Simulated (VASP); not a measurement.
# MgO (P-6m2) in VASP: settings compared

The runs below take MgO through single point, with PBE, r2SCAN.

All numbers are computed with VASP 6.6.1; they aren't measurements. Logs are shortened: lines on timing, memory, paths and dates and some standing lists are left out, and cuts for length are marked.

**1. The cell of the first run**

It takes space group P-6m2 (No. 187, hexagonal). Conventional cell: a = 3.010 Å, b = 3.010 Å, c = 2.785 Å, α = 90.00°, β = 90.00°, γ = 120.00°. Within 2.9 Å of Mg (site symmetry -6m2) lie 6 O at 2.23 Å and 2 Mg at 2.79 Å. O (site symmetry -6m2) has 6 Mg at 2.23 Å and 2 O at 2.79 Å within 2.9 Å.

**2. Single point, PBE (strained)**

INCAR reads:

```
SYSTEM = MgO
ALGO = Normal ; EDIFF = 1E-6
ENCUT = 520 ; GGA = PE
ISIF = 2 ; ISMEAR = 0
LASPH = .TRUE. ; LCHARG = .FALSE.
LREAL = .FALSE. ; LWAVE = .FALSE.
NBANDS = 11 ; NELM = 60
PREC = Accurate ; SIGMA = 0.02
```

KPOINTS reads:

```
k-points
0
G
  12 12 10
  0 0 0
```

POSCAR reads:

```
MgO
1.0
    3.0095029520      0.0000000000      0.0000000000
   -1.5047514760      2.6063060092      0.0000000000
    0.0000000000      0.0000000000      2.7850718144
Mg O
1 1
Direct
    0.0000000000      0.0000000000      0.0000000000
    0.3333333300      0.6666666700      0.5000000000
```

Potentials or basis: VASP PAW PBE potentials, release 64 (Mg, O).

The run is started by

```sh
> cat potpaw_PBE.64/Mg/POTCAR potpaw_PBE.64/O/POTCAR > POTCAR
> mpirun -np 1 vasp_std > vasp.out
```

OUTCAR:

```text
SYSTEM = MgO
   EDIFF = 1E-6
   ENCUT = 520
   GGA = PE
   ISIF = 2
   ISMEAR = 0
   LASPH = .TRUE.
   LREAL = .FALSE.
   NELM = 60
   PREC = Accurate

 ion  position               nearest neighbor table
   1  0.000  0.000  0.000-   2 2.23   2 2.23   2 2.23   2 2.23   2 2.23   2 2.23
   2  0.333  0.667  0.500-   1 2.23   1 2.23   1 2.23   1 2.23   1 2.23   1 2.23

  LATTYP: Found a hexagonal cell.
 ALAT       =     3.0095029520
 C/A-ratio  =     0.9254258457

  Lattice vectors:

 A1 = (   3.0095029520,   0.0000000000,   0.0000000000)
 A2 = (  -1.5047514760,   2.6063060092,   0.0000000000)
 A3 = (   0.0000000000,   0.0000000000,   2.7850718144)

Analysis of symmetry for initial positions (statically):
=====================================================================
 Subroutine PRICEL returns:
 Original cell was already a primitive cell.

 Routine SETGRP: Setting up the symmetry group for a
 hexagonal supercell.

 Subroutine GETGRP returns: Found 12 space group operations
 (whereof 12 operations were pure point group operations)
 out of a pool of 24 trial point group operations.

The static configuration has the point symmetry D_3h.

Analysis of symmetry for dynamics (positions and initial velocities):
=====================================================================
 Subroutine PRICEL returns:
 Original cell was already a primitive cell.

 Routine SETGRP: Setting up the symmetry group for a
 hexagonal supercell.

 Subroutine GETGRP returns: Found 12 space group operations
 (whereof 12 operations were pure point group operations)
 out of a pool of 24 trial point group operations.

The dynamic configuration has the point symmetry D_3h.

 Subroutine INISYM returns: Found 12 space group operations
 (whereof 12 operations are pure point group operations),
 and found     1 'primitive' translations

----------------------------------------------------------------------------------------

                                     Primitive cell

  volume of cell :      21.8452

  direct lattice vectors                    reciprocal lattice vectors
     3.009502952  0.000000000  0.000000000     0.332280784  0.191842400  0.000000000
    -1.504751476  2.606306009  0.000000000     0.000000000  0.383684800  0.000000000
     0.000000000  0.000000000  2.785071814     0.000000000  0.000000000  0.359057169

  length of vectors
     3.009502952  3.009502952  2.785071814     0.383684800  0.383684800  0.359057169

  position of ions in fractional coordinates (direct lattice)
     0.000000000  0.000000000  0.000000000
[... 87 lines left out ...]
   TEBEG  =    0.0;   TEEND  =   0.0 temperature during run
   PSTRESS=    0.0 pullay stress
   NELECT =       8.0000    total number of electrons
   NUPDOWN=      -1.0000    fix difference up-down
   EMIN   =  10.00;   EMAX   =-10.00  energy-range for DOS
   EFERMI =   0.00;   METHOD = LEGACY
   ISMEAR =     0;   SIGMA  =   0.02  broadening in eV -4-tet -1-fermi 0-gaus
   EFERMI_NEDOS =   21; number of points for ismear=-14 and -15
   IALGO  =     38    algorithm
   IMIX   =      4    mixing-type and parameters
     AMIX     =   0.40;   BMIX     =  1.00
     AMIX_MAG =   1.60;   BMIX_MAG =  1.00
  volume/ion in A,a.u.               =      10.92        73.71
  Fermi-wavevector in a.u.,A,eV,Ry     =   1.171258  2.213357 18.665094  1.371846
  Thomas-Fermi vector in A             =   2.307705
   LORBIT       =      0    0 simple, 1 ext, 2 COOP (PROOUT), +10 PAW based schemes
   GGA     = PE    functional components
   LHFCALC =     F    Hartree Fock is set to
   AEXX    =    0.0000 exact exchange contribution
   IVDW    =     0    specifies the selected vdW correction
   LEPSILON=     F    determine dielectric tensor
   LRPA    =     F    only Hartree local field effects (RPA)
 non-spin polarized calculation
 Gauss-broadening in eV      SIGMA  =   0.02
  energy-cutoff  :      520.00
  volume of cell :       21.85
 maximum number of plane-waves:       600
 NGX is ok and might be reduce to    24
   NGX = 11   NGY = 11   NGZ = 11

 number of electron       8.0000006 magnetization

 Free energy of the ion-electron system (eV)
  ---------------------------------------------------
  ext. energy  EPLUGINS =         0.00000000
  ---------------------------------------------------
  free energy    TOTEN  =       -11.15640447 eV

  energy without entropy =      -11.15640447  energy(sigma->0) =      -11.15640447

 E-fermi :   2.8454     XC(G=0): -10.3505

 val. band max:        2.6415779759   @ k =   0.0000   0.0000   0.5000
 cond. band min:       5.0299454037   @ k =   0.0000   0.0000   0.0000
 fundamental gap:      2.3883674278
 Fermi energy:         2.8453957294

 k-point     1 :       0.0000    0.0000    0.0000
  band No.  band energies     occupation
      1     -14.3186      2.00000
      2       2.1784      2.00000
      3       2.2087      2.00000
      4       2.2087      2.00000
      5       5.0299      0.00000
      6      14.1758      0.00000
      7      17.7138      0.00000
      8      17.7138      0.00000
      9      21.6739      0.00000
     10      21.9365      0.00000
     11      23.8774      0.00000
[... 309 lines left out ...]
 k-point    24 :       0.3333    0.0000    0.1000
  band No.  band energies     occupation
      1     -13.6186      2.00000
      2      -0.9460      2.00000
      3       1.7372      2.00000
      4       1.9987      2.00000
      5       8.4600      0.00000
      6      12.5729      0.00000
      7      15.9206      0.00000
      8      18.9628      0.00000
      9      19.2447      0.00000
     10      24.4011      0.00000
     11      25.2937      0.00000

 [... further k-points ...]

------------------------ aborting loop because EDIFF is reached ----------------------------------------

  FORCE on cell =-STRESS in cart. coord.  units (eV):
  Direction    XX          YY          ZZ          XY          YZ          ZX
  --------------------------------------------------------------------------------------
  -------------------------------------------------------------------------------------
  Total       -1.0583089     -1.0583089     -2.3192257     -0.0000000      0.0000000     -0.0000000
  in kB      -77.6187154    -77.6187154   -170.0971407     -0.0000000      0.0000000     -0.0000000
  external PRESSURE =    -108.4448572 kB  Pullay stress =       0.0000000 kB

 VOLUME and BASIS-vectors are now :
 -----------------------------------------------------------------------------
  energy-cutoff  :      520.00
  volume of cell :       21.85
      direct lattice vectors                 reciprocal lattice vectors
     3.009502952  0.000000000  0.000000000     0.332280784  0.191842400  0.000000000
    -1.504751476  2.606306009  0.000000000     0.000000000  0.383684800  0.000000000
     0.000000000  0.000000000  2.785071814     0.000000000  0.000000000  0.359057169

 POSITION                                       TOTAL-FORCE (eV/Angst)
 -----------------------------------------------------------------------------------
      0.00000      0.00000      0.00000        -0.000000      0.000000      0.000000
     -0.00000      1.73754      1.39254         0.000000     -0.000000      0.000000
 -----------------------------------------------------------------------------------
    total drift:                                0.000019     -0.000011     -0.000000

  FREE ENERGIE OF THE ION-ELECTRON SYSTEM (eV)
  ---------------------------------------------------
  free  energy   TOTEN  =       -11.1564044686 eV

  energy  without entropy=      -11.1564044686  energy(sigma->0) =      -11.15640447
```

stdout:

```text
POSCAR found type information on POSCAR MgO
 POSCAR found :  2 types and       2 ions
 scaLAPACK will be used
 LDA part: xc-table for (Slater+PW92), standard interpolation
 POSCAR, INCAR and KPOINTS ok, starting setup
 FFT: planning ... GRIDC
 FFT: planning ... GRID_SOFT
 FFT: planning ... GRID
 WAVECAR not read
 entering main loop
```

Run time: 14 s. Hardware: 1 thread of AMD EPYC 9R14 (Zen 4), shared host; peak memory 0.12 GiB.

Results:

```yaml
Free_energy: -11.1564 eV
Pressure: -10.8 GPa
Band_gap_on_the_k_mesh: 2.39 eV, indirect (least direct gap 2.82 eV)
```

Levels at points of the mesh, in eV from the valence-band top:
```tsv
k point	band 1	band 2	band 3	band 4	band 5	band 6	band 7	band 8
(0.00, 0.00, 0.00)	-16.96	-0.46	-0.43	-0.43	2.39	11.53	15.07	15.07
(0.50, 0.00, 0.00)	-16.08	-4.42	-1.10	-0.10	6.22	9.64	12.42	16.71
(0.00, 0.00, 0.50)	-16.09	-4.96	0.00	0.00	7.67	8.24	16.99	16.99
(0.50, 0.00, 0.50)	-15.47	-3.36	-3.02	-0.66	5.49	10.95	12.76	14.07
```

Caveat: the cell differs from its parent crystal (strained).

**3. Single point, r2SCAN (functional r2SCAN, strained)**

POSCAR reads:

```
MgO
1.0
    2.9142816945      0.0000000000      0.0000000000
   -1.4571408473      2.5238419812      0.0000000000
    0.0000000000      0.0000000000      2.6580281856
Mg O
1 1
Direct
    0.0000000000      0.0000000000      0.0000000000
    0.3333333300      0.6666666700      0.5000000000
```

INCAR.step1 reads:

```
PREC = Accurate
ENCUT = 520
ISMEAR = 0
SIGMA = 0.02
LREAL = False
LASPH = True
NELM = 80
NBANDS = 11
GGA = PE
ALGO = Normal
EDIFF = 1E-4
LWAVE = True
LCHARG = False
```

INCAR.step2 reads:

```
PREC = Accurate
ENCUT = 520
EDIFF = 1E-6
ISMEAR = 0
SIGMA = 0.02
LREAL = False
LASPH = True
NELM = 80
ALGO = Normal
ISIF = 2
LWAVE = False
LCHARG = False
METAGGA = R2SCAN
LMIXTAU = True
NBANDS = 11
ISTART = 1
```

KPOINTS reads:

```
Automatic mesh
0
Gamma
  12 12 10
```

Potentials or basis: VASP PAW PBE potentials, release 64 (Mg, O).

The run is started by

```sh
> cat potpaw_PBE.64/Mg/POTCAR potpaw_PBE.64/O/POTCAR > POTCAR
> cp INCAR.step1 INCAR
> mpirun -np 1 vasp_std > vasp.out
> cp INCAR.step2 INCAR
> mpirun -np 1 vasp_std > vasp.out
```

Run time: 59 s. Hardware: 1 thread of AMD EPYC 9R14 (Zen 4), shared host; peak memory 0.12 GiB.

It converged, with:

* Free energy: -15.4107 eV
* Pressure: -2.9 GPa
* Band gap on the k mesh: 3.95 eV, indirect (least direct gap 4.37 eV)

Stress tensor (GPa, compression positive):
```
-2.79  0.00  0.00
 0.00 -2.79  0.00
 0.00  0.00 -3.00
```

Levels at points of the mesh, in eV from the valence-band top:
```tsv
k point	band 1	band 2	band 3	band 4	band 5	band 6	band 7	band 8	band 9
(0.00, 0.00, 0.00)	-18.52	-0.64	-0.64	-0.42	3.95	12.97	16.78	16.78	21.39
(0.50, 0.00, 0.00)	-17.47	-5.01	-1.39	-0.05	7.53	11.89	14.31	19.42	20.20
(0.00, 0.00, 0.50)	-17.43	-5.47	-0.11	-0.11	9.40	10.12	18.76	18.76	19.79
(0.50, 0.00, 0.50)	-16.68	-3.87	-3.50	-0.89	6.69	12.55	15.52	16.37	16.45
```

Caveat: the cell differs from its parent crystal (functional r2SCAN, strained); the PAW data sets were made with another functional, which shifts forces and pressure a little.

**4. Single point, PBE (strained)**

INCAR reads:

```
SYSTEM = MgO
PREC = Accurate
ENCUT = 520
EDIFF = 1E-7
ISMEAR = 0
SIGMA = 0.02
LREAL = .FALSE.
LASPH = .TRUE.
NELM = 80
ALGO = Normal
ISIF = 2
LWAVE = .FALSE.
LCHARG = .FALSE.
GGA = PE
NBANDS = 11
```

KPOINTS reads:

```
Automatic mesh
0
G
  12 12 10
  0 0 0
```

POSCAR reads:

```
MgO
1.0
    2.8839025584      0.0000000000      0.0000000000
   -1.4419512792      2.4975328776      0.0000000000
    0.0000000000      0.0000000000      2.6705154944
Mg O
1 1
Direct
    0.0000000000      0.0000000000      0.0000000000
    0.3333333300      0.6666666700      0.5000000000
```

The run is started by

```sh
> cat potpaw_PBE.64/Mg/POTCAR potpaw_PBE.64/O/POTCAR > POTCAR
> mpirun -np 1 vasp_std > vasp.out
```

It took 25 s on 1 thread of AMD EPYC 7R43 (Zen 3), shared host; peak memory 0.11 GiB.

It converged, with:

| Quantity | Value |
| --- | --- |
| Free energy | -11.2147 eV |
| Pressure | 5.1 GPa |
| Band gap on the k mesh | 3.33 eV, indirect (least direct gap 3.82 eV) |

Stress tensor (GPa, compression positive):
```
7.44 0.00 0.00
0.00 7.44 0.00
0.00 0.00 0.29
```

Levels at points of the mesh, in eV from the valence-band top:
```
           k point  band 1  band 2  band 3  band 4  band 5  band 6  band 7  band 8
(0.00, 0.00, 0.00)  -17.59   -0.50   -0.50   -0.50    3.33   11.98   16.18   16.18
(0.50, 0.00, 0.00)  -16.44   -4.99   -1.24   -0.11    6.87   11.07   13.26   18.52
(0.00, 0.00, 0.50)  -16.48   -5.54    0.00    0.00    8.78    9.29   17.95   17.95
(0.50, 0.00, 0.50)  -15.67   -3.80   -3.47   -0.78    5.90   11.84   14.48   15.48
```

Caveat: the cell differs from its parent crystal (strained).

(Continued in part 2 of 2.)
